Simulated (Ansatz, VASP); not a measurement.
Ni in VASP and in Ansatz

```
Ni
1.0
     0.00000    1.73186    1.73186
     1.73186    0.00000    1.73186
     1.73186    1.73186    0.00000
Ni
1
Cartesian
  0.0000 0.0000 0.0000
```

Change from the starting cell: volume scaled by 0.94, crystal datasets.

Alike in both runs: task electric field gradients; functional LDA; k mesh 20 × 20 × 20; occupations fermi-dirac, width 0.05 eV; collinear spin.

```csv
,VASP,Ansatz
version,VASP 6.6.1,Ansatz 0.2.0
potentials or method,"VASP PAW LDA potentials, release 64 (Ni), cutoff 520 eV","all-electron PAW with datasets made for the crystal, scalar-relativistic"
```

|  | VASP | Ansatz | Ansatz less VASP |
| --- | --- | --- | --- |
| pressure (GPa) | -8.1 | -8.2 | -0.07 |
| net moment per atom (μB) | 0.60 | 0.62 | +0.015 |
| size of the moment on the site where the two differ most (μB) | 0.60 | 0.64 | +0.041 |

LDA's correlation is that of Perdew and Zunger in VASP and of Perdew and Wang (1992) in Ansatz. Site moments also hang on the region over which each program counts them. Ansatz ran all-electron here, and VASP with PAW potentials. Ansatz's warnings: printed levels off.
